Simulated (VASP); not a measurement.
# TiSn3O8 (Cmmm) in VASP: a series of runs

The runs below take TiSn3O8 through single point, with PBE, PBEsol.

All numbers are computed with VASP 6.6.1; they aren't measurements. Logs are shortened: lines on timing, memory, paths and dates and some standing lists are left out, and cuts for length are marked.

### 1 The cell of the first run

It takes space group Cmmm (No. 65, orthorhombic). The conventional cell has a = 6.751 Å, b = 6.763 Å, c = 6.360 Å, α = 90.00°, β = 90.00°, γ = 90.00°. Within 2.6 Å of Ti (site symmetry mmm) lie 6 O at 1.99 to 2.00 Å. Within 2.7 Å of Sn (site symmetry mm2) lie 6 O at 2.08 to 2.10 Å. Within 2.7 Å of Sn (site symmetry mmm) lie 6 O at 2.07 to 2.10 Å. O (site symmetry 2mm) has 3 Sn at 2.07 to 2.08 Å and 1 O at 2.62 Å within 2.7 Å. O (site symmetry 2mm) has 1 Ti at 2.00 Å and 2 Sn at 2.08 Å within 2.7 Å. O (site symmetry m) has 1 Ti at 1.99 Å and 2 Sn at 2.10 Å and 1 O at 2.56 Å within 2.6 Å.

### 2 Single point, PBE

INCAR

```
ALGO = Normal ; EDIFF = 1E-7
ENCUT = 520 ; GGA = PE
ISIF = 2 ; ISMEAR = 0
LASPH = True ; LCHARG = True
LELF = True ; LREAL = False
LVHAR = True ; LWAVE = False
NBANDS = 63 ; NELM = 60
PREC = Accurate ; SIGMA = 0.02
```

KPOINTS

```
k-points
0
Gamma
  6 6 4
```

POSCAR

```
TiSn3O8
1.0
    3.3756637786     -3.3817048392      0.0000000000
    3.3756637786      3.3817048392      0.0000000000
    0.0000000000      0.0000000000      6.3602747042
Ti Sn O
1 3 8
Direct
    0.0000000000      0.0000000000      0.5000000000
    0.5000000000      0.5000000000      0.7452924662
    0.5000000000      0.5000000000      0.2547075338
    0.0000000000      0.0000000000      0.0000000000
    0.3061770374      0.3061770374      0.0000000000
    0.2969675160      0.2969675160      0.5000000000
    0.1896142717      0.8103857283      0.7383647090
    0.1896142717      0.8103857283      0.2616352910
    0.8103857283      0.1896142717      0.7383647090
    0.8103857283      0.1896142717      0.2616352910
    0.6938229626      0.6938229626      0.0000000000
    0.7030324840      0.7030324840      0.5000000000
```

Potentials or basis: VASP PAW PBE potentials, release 64 (Ti_sv, Sn_d, O).

Started as:

```bash
> cat potpaw_PBE.64/Ti_sv/POTCAR potpaw_PBE.64/Sn_d/POTCAR potpaw_PBE.64/O/POTCAR > POTCAR
> mpirun -np 1 vasp_std > vasp.out
```

OUTCAR:

```text
EDIFF = 1E-7
   ENCUT = 520
   GGA = PE
   ISIF = 2
   ISMEAR = 0
   LASPH = True
   LREAL = False
   NELM = 60
   PREC = Accurate

 ion  position               nearest neighbor table
   1  0.000  0.000  0.500-   7 1.99   8 1.99   9 1.99  10 1.99   6 2.00  12 2.00   4 3.18   4 3.18

   2  0.500  0.500  0.745-   6 2.08  12 2.08  11 2.08   5 2.08   7 2.10   9 2.10   3 3.12   3 3.24
                             4 3.74   4 3.74   4 3.75   4 3.75
   3  0.500  0.500  0.255-   6 2.08  12 2.08  11 2.08   5 2.08   8 2.10  10 2.10   2 3.12   2 3.24
                             4 3.74   4 3.74   4 3.75   4 3.75
   4  0.000  0.000  0.000-   5 2.07  11 2.07   8 2.10   9 2.10  10 2.10   7 2.10   1 3.18   1 3.18
                             3 3.74   2 3.74   2 3.74   3 3.74   2 3.75   3 3.75   2 3.75   3 3.75
   5  0.306  0.306  0.000-   4 2.07   3 2.08   2 2.08
   6  0.297  0.297  0.500-   1 2.00   2 2.08   3 2.08
   7  0.190  0.810  0.738-   1 1.99   2 2.10   4 2.10
   8  0.190  0.810  0.262-   1 1.99   3 2.10   4 2.10
   9  0.810  0.190  0.738-   1 1.99   2 2.10   4 2.10
  10  0.810  0.190  0.262-   1 1.99   3 2.10   4 2.10
  11  0.694  0.694  0.000-   4 2.07   3 2.08   2 2.08
  12  0.703  0.703  0.500-   1 2.00   2 2.08   3 2.08

  LATTYP: Found a base centered orthorhombic cell.
 ALAT       =     6.7513275572
 B/A-ratio  =     1.0017895919
 C/A-ratio  =     0.9420776359

  Lattice vectors:

 A1 = (   3.3756637786,  -3.3817048392,   0.0000000000)
 A2 = (   3.3756637786,   3.3817048392,   0.0000000000)
 A3 = (   0.0000000000,   0.0000000000,   6.3602747042)

Analysis of symmetry for initial positions (statically):
=====================================================================
 Subroutine PRICEL returns:
 Original cell was already a primitive cell.

 Routine SETGRP: Setting up the symmetry group for a
 base centered orthorhombic supercell.

 Subroutine GETGRP returns: Found  8 space group operations
 (whereof  8 operations were pure point group operations)
 out of a pool of  8 trial point group operations.

The static configuration has the point symmetry D_2h.

Analysis of symmetry for dynamics (positions and initial velocities):
=====================================================================
 Subroutine PRICEL returns:
 Original cell was already a primitive cell.

 Routine SETGRP: Setting up the symmetry group for a
 base centered orthorhombic supercell.

 Subroutine GETGRP returns: Found  8 space group operations
 (whereof  8 operations were pure point group operations)
 out of a pool of  8 trial point group operations.

The dynamic configuration has the point symmetry D_2h.

 Subroutine INISYM returns: Found  8 space group operations
 (whereof  8 operations are pure point group operations),
 and found     1 'primitive' translations

----------------------------------------------------------------------------------------

                                     Primitive cell

  volume of cell :     145.2114

  direct lattice vectors                    reciprocal lattice vectors
     3.375663779 -3.381704839  0.000000000     0.148119017 -0.147854418  0.000000000
     3.375663779  3.381704839  0.000000000     0.148119017  0.147854418  0.000000000
     0.000000000  0.000000000  6.360274704     0.000000000  0.000000000  0.157225913

  length of vectors
     4.778183082  4.778183082  6.360274704     0.209284906  0.209284906  0.157225913

  position of ions in fractional coordinates (direct lattice)
     0.000000000  0.000000000  0.500000000
     0.500000000  0.500000000  0.745292466
     0.500000000  0.500000000  0.254707534
     0.000000000  0.000000000  0.000000000
     0.306177037  0.306177037  0.000000000
     0.296967516  0.296967516  0.500000000
     0.189614272  0.810385728  0.738364709
     0.189614272  0.810385728  0.261635291
     0.810385728  0.189614272  0.738364709
     0.810385728  0.189614272  0.261635291
     0.693822963  0.693822963  0.000000000
     0.703032484  0.703032484  0.500000000

  ion indices of the primitive-cell ions
   primitive index   ion index
                 1           1
                 2           2
                 3           3
                 4           4
                 5           5
                 6           6
                 7           7
                 8           8
                 9           9
                10          10
                11          11
                12          12

----------------------------------------------------------------------------------------

 KPOINTS: k-points

Automatic generation of k-mesh.
 Grid dimensions read from file:
 generate k-points for:    6    6    4

 Generating k-lattice:

  Cartesian coordinates                     Fractional coordinates (reciprocal lattice)
     0.024686503 -0.024642403  0.000000000     0.166666667 -0.000000000  0.000000000
     0.024686503  0.024642403  0.000000000    -0.000000000  0.166666667  0.000000000
     0.000000000  0.000000000  0.039306478     0.000000000  0.000000000  0.250000000

  Length of vectors
     0.034880818  0.034880818  0.039306478

  Shift w.r.t. Gamma in fractional coordinates (k-lattice)
     0.000000000  0.000000000  0.000000000

 Subroutine IBZKPT returns following result:
 ===========================================

 Found     39 irreducible k-points:

 Following reciprocal coordinates:
            Coordinates               Weight
  0.000000  0.000000  0.000000      1.000000
  0.166667  0.000000  0.000000      4.000000
  0.333333 -0.000000  0.000000      4.000000
  0.500000 -0.000000  0.000000      2.000000
  0.166667  0.166667  0.000000      2.000000
  0.333333  0.166667  0.000000      4.000000
[... 16 lines left out ...]
  0.333333  0.333333  0.250000      4.000000
  0.500000  0.333333  0.250000      8.000000
 [... further k-points ...]
   k-points           NKPTS =     39   k-points in BZ     NKDIM =     39   number of bands    NBANDS=     63
   number of dos      NEDOS =    301   number of ions     NIONS =     12
   total plane-waves  NPLWV =  62208
   dimension x,y,z NGX =    36 NGY =   36 NGZ =   48
   dimension x,y,z NGXF=    72 NGYF=   72 NGZF=   96
   ions per type =               1   3   8
   NGX,Y,Z   is equivalent  to a cutoff of  12.53, 12.53, 12.55 a.u.
   NGXF,Y,Z  is equivalent  to a cutoff of  25.05, 25.05, 25.09 a.u.
 SYSTEM =  unknown system
   PREC   = accura    normal or accurate (medium, high low for compatibility)
   ISTART =      0    job   : 0-new  1-cont  2-samecut
   ICHARG =      2    charge: 1-file 2-atom 10-const
   ISPIN  =      1    spin polarized calculation?
   LNONCOLLINEAR =      F non collinear calculations
   LSORBIT =      F    spin-orbit coupling
   LASPH  =      T    aspherical Exc in radial PAW
   ENCUT  =  520.0 eV  38.22 Ry    6.18 a.u.   8.88  8.88 11.83*2*pi/ulx,y,z
   NELM   =     60;   NELMIN=  2; NELMDL= -5     # of ELM steps
   EDIFF  = 0.1E-06   stopping-criterion for ELM
   LREAL  =      F    real-space projection
   EDIFFG = 0.1E-05   stopping-criterion for IOM
   NSW    =      0    number of steps for IOM
   IBRION =     -1    ionic relax: 0-MD 1-quasi-New 2-CG
   NFREE  =      0    steps in history (QN), initial steepest desc. (CG)
   ISIF   =      2    stress and relaxation
   ISYM   =      2    0-nonsym 1-usesym 2-fastsym
   POTIM  = 0.5000    time-step for ionic-motion
   TEBEG  =    0.0;   TEEND  =   0.0 temperature during run
   PSTRESS=    0.0 pullay stress
   NELECT =     102.0000    total number of electrons
   NUPDOWN=      -1.0000    fix difference up-down
   EMIN   =  10.00;   EMAX   =-10.00  energy-range for DOS
   EFERMI =   0.00;   METHOD = LEGACY
   ISMEAR =     0;   SIGMA  =   0.02  broadening in eV -4-tet -1-fermi 0-gaus
   EFERMI_NEDOS =   21; number of points for ismear=-14 and -15
   IALGO  =     38    algorithm
   IMIX   =      4    mixing-type and parameters
     AMIX     =   0.40;   BMIX     =  1.00
     AMIX_MAG =   1.60;   BMIX_MAG =  1.00
  volume/ion in A,a.u.               =      12.10        81.66
  Fermi-wavevector in a.u.,A,eV,Ry     =   1.455262  2.750047 28.814263  2.117789
  Thomas-Fermi vector in A             =   2.572317
   LORBIT       =      0    0 simple, 1 ext, 2 COOP (PROOUT), +10 PAW based schemes
   GGA     = PE    functional components
   LHFCALC =     F    Hartree Fock is set to
   AEXX    =    0.0000 exact exchange contribution
   IVDW    =     0    specifies the selected vdW correction
   LEPSILON=     F    determine dielectric tensor
   LRPA    =     F    only Hartree local field effects (RPA)
 non-spin polarized calculation
 Gauss-broadening in eV      SIGMA  =   0.02
  energy-cutoff  :      520.00
  volume of cell :      145.21
 maximum number of plane-waves:      3976
   NGX = 17   NGY = 17   NGZ = 23

 number of electron     102.0000006 magnetization

 Free energy of the ion-electron system (eV)
  ---------------------------------------------------
  ext. energy  EPLUGINS =         0.00000000
  ---------------------------------------------------
  free energy    TOTEN  =       -82.53871737 eV

  energy without entropy =      -82.53871737  energy(sigma->0) =      -82.53871737

 E-fermi :   5.5644     XC(G=0): -11.0454

 val. band max:        5.3913341927   @ k =   0.0000   0.0000   0.0000
 cond. band min:       7.1262129625   @ k =   0.5000   0.5000   0.0000
 fundamental gap:      1.7348787698
 Fermi energy:         5.5644006494

 k-point     1 :       0.0000    0.0000    0.0000
  band No.  band energies     occupation
      1     -51.6256      2.00000
      2     -27.9055      2.00000
      3     -27.8554      2.00000
      4     -27.7532      2.00000
      5     -15.6573      2.00000
      6     -15.5689      2.00000
[... 55 lines left out ...]
     62      14.9554      0.00000
     63      15.1198      0.00000

 k-point     2 :       0.1667    0.0000    0.0000
  band No.  band energies     occupation
      1     -51.6256      2.00000
      2     -27.9054      2.00000
      3     -27.8555      2.00000
      4     -27.7533      2.00000
      5     -15.6776      2.00000
      6     -15.5397      2.00000
[... 1507 lines left out ...]
     62      14.1650      0.00000
     63      14.3422      0.00000

 [... further k-points ...]
[... 5 lines left out ...]
  --------------------------------------------------------------------------------------
  -------------------------------------------------------------------------------------
  Total        0.4629395      0.4299665      0.7325166     -0.0000000      0.0000000      0.0000000
  in kB        5.1078021      4.7439971      8.0821578     -0.0000000      0.0000000      0.0000000
  external PRESSURE =       5.9779857 kB  Pullay stress =       0.0000000 kB

 VOLUME and BASIS-vectors are now :
 -----------------------------------------------------------------------------
  energy-cutoff  :      520.00
  volume of cell :      145.21
      direct lattice vectors                 reciprocal lattice vectors
     3.375663779 -3.381704839  0.000000000     0.148119017 -0.147854418  0.000000000
     3.375663779  3.381704839  0.000000000     0.148119017  0.147854418  0.000000000
     0.000000000  0.000000000  6.360274704     0.000000000  0.000000000  0.157225913

 POSITION                                       TOTAL-FORCE (eV/Angst)
 -----------------------------------------------------------------------------------
      0.00000      0.00000      3.18014         0.000000      0.000000     -0.000000
      3.37566      0.00000      4.74026        -0.000000      0.000000      0.007769
      3.37566      0.00000      1.62001        -0.000000      0.000000     -0.007769
      0.00000      0.00000      0.00000         0.000000      0.000000     -0.000000
      2.06710      0.00000      0.00000        -0.001238      0.000000     -0.000000
      2.00492      0.00000      3.18014        -0.036606      0.000000     -0.000000
      3.37566      2.09927      4.69620         0.000000     -0.017755     -0.000947
      3.37566      2.09927      1.66407         0.000000     -0.017755      0.000947
      3.37566     -2.09927      4.69620         0.000000      0.017755     -0.000947
      3.37566     -2.09927      1.66407         0.000000      0.017755      0.000947
      4.68423      0.00000      0.00000         0.001238      0.000000     -0.000000
      4.74640      0.00000      3.18014         0.036606      0.000000     -0.000000
 -----------------------------------------------------------------------------------
    total drift:                                0.000000      0.000000     -0.000000

  FREE ENERGIE OF THE ION-ELECTRON SYSTEM (eV)
  ---------------------------------------------------
  free  energy   TOTEN  =       -82.5387173725 eV

  energy  without entropy=      -82.5387173725  energy(sigma->0) =      -82.53871737
```

It took 5.9 min on 1 thread of Intel Xeon 6975P-C, shared host; peak memory 0.42 GiB.

What came out:

```
Free energy            : -82.5387 eV
Pressure               : 0.6 GPa
Largest force          : 0.037 eV/Å
Band gap on the k mesh : 1.73 eV, indirect (least direct gap 1.85 eV)
```

Forces in eV/Å, atoms in the order of the input:
```
Ti   0.000  0.000  0.000
Sn   0.000  0.000  0.008
Sn   0.000  0.000 -0.008
Sn   0.000  0.000  0.000
O   -0.001  0.000  0.000
O   -0.037  0.000  0.000
O    0.000 -0.018 -0.001
O    0.000 -0.018  0.001
O    0.000  0.018 -0.001
O    0.000  0.018  0.001
O    0.001  0.000  0.000
O    0.037  0.000  0.000
```

Levels at points of the mesh, in eV from the valence-band top:
```csv
k point,band 48,band 49,band 50,band 51,band 52,band 53,band 54,band 55
"(0.00, 0.00, 0.00)",-1.22,-0.69,-0.66,0.00,1.85,2.16,3.06,3.19
"(0.50, 0.00, 0.00)",-1.01,-0.77,-0.63,-0.59,2.25,2.86,2.89,4.19
"(0.50, 0.50, 0.00)",-0.95,-0.84,-0.78,-0.77,1.73,2.89,3.10,3.18
"(0.00, 0.00, 0.50)",-0.66,-0.64,-0.63,-0.35,2.40,3.04,3.14,3.43
"(0.50, 0.00, 0.50)",-1.10,-0.80,-0.70,-0.69,2.58,2.67,2.95,4.22
"(0.50, 0.50, 0.50)",-0.82,-0.81,-0.76,-0.74,2.59,2.70,3.11,3.56
```

Caveat: spin-orbit coupling is left out, which moves the levels of the heavy elements.

### 3 Single point, PBEsol

INCAR

```
ALGO = Normal ; EDIFF = 1E-7
ENCUT = 520 ; GGA = PS
ISIF = 2 ; ISMEAR = 0
LASPH = T ; LCHARG = F
LREAL = F ; LWAVE = F
NBANDS = 63 ; NELM = 80
PREC = Accurate ; SIGMA = 0.02
```

KPOINTS is that of step 2.

POSCAR is that of step 2.

Potentials or basis: VASP PAW PBE potentials, release 64 (Ti_sv, Sn_d, O).

Started as:

```bash
> cat potpaw_PBE.64/Ti_sv/POTCAR potpaw_PBE.64/Sn_d/POTCAR potpaw_PBE.64/O/POTCAR > POTCAR
> mpirun -np 1 vasp_std > vasp.out
```

It took 5.9 min on 1 thread of Intel Xeon 6975P-C, shared host; peak memory 0.41 GiB.

Results (log left out):

```yaml
Free_energy: -87.2097 eV
Pressure: -5.4 GPa
Largest_force: 0.057 eV/Å
Band_gap_on_the_k_mesh: 1.66 eV, indirect (least direct gap 1.76 eV)
```

Forces on the atoms (eV/Å):
```
Ti   0.000  0.000  0.000
Sn   0.000  0.000 -0.001
Sn   0.000  0.000  0.001
Sn   0.000  0.000  0.000
O    0.047  0.000  0.000
O    0.019  0.000  0.000
O    0.000  0.054 -0.018
O    0.000  0.054  0.018
O    0.000 -0.054 -0.018
O    0.000 -0.054  0.018
O   -0.047  0.000  0.000
O   -0.019  0.000  0.000
```

Stress tensor (GPa, compression positive):
```
-5.27  0.00  0.00
 0.00 -5.18  0.00
 0.00  0.00 -5.85
```

Levels at points of the mesh, in eV from the valence-band top:
```csv
k point,band 48,band 49,band 50,band 51,band 52,band 53,band 54,band 55
"(0.00, 0.00, 0.00)",-1.24,-0.70,-0.67,0.00,1.76,2.10,3.06,3.18
"(0.50, 0.00, 0.00)",-1.03,-0.79,-0.64,-0.60,2.20,2.83,2.87,4.12
"(0.50, 0.50, 0.00)",-0.97,-0.85,-0.79,-0.78,1.66,2.86,3.09,3.13
"(0.00, 0.00, 0.50)",-0.67,-0.65,-0.64,-0.36,2.36,3.03,3.12,3.37
"(0.50, 0.00, 0.50)",-1.12,-0.82,-0.71,-0.70,2.55,2.63,2.94,4.19
"(0.50, 0.50, 0.50)",-0.84,-0.82,-0.77,-0.76,2.55,2.67,3.10,3.52
```

Caveat: the PAW data sets were made with another functional, which shifts forces and pressure a little; spin-orbit coupling is left out, which moves the levels of the heavy elements.
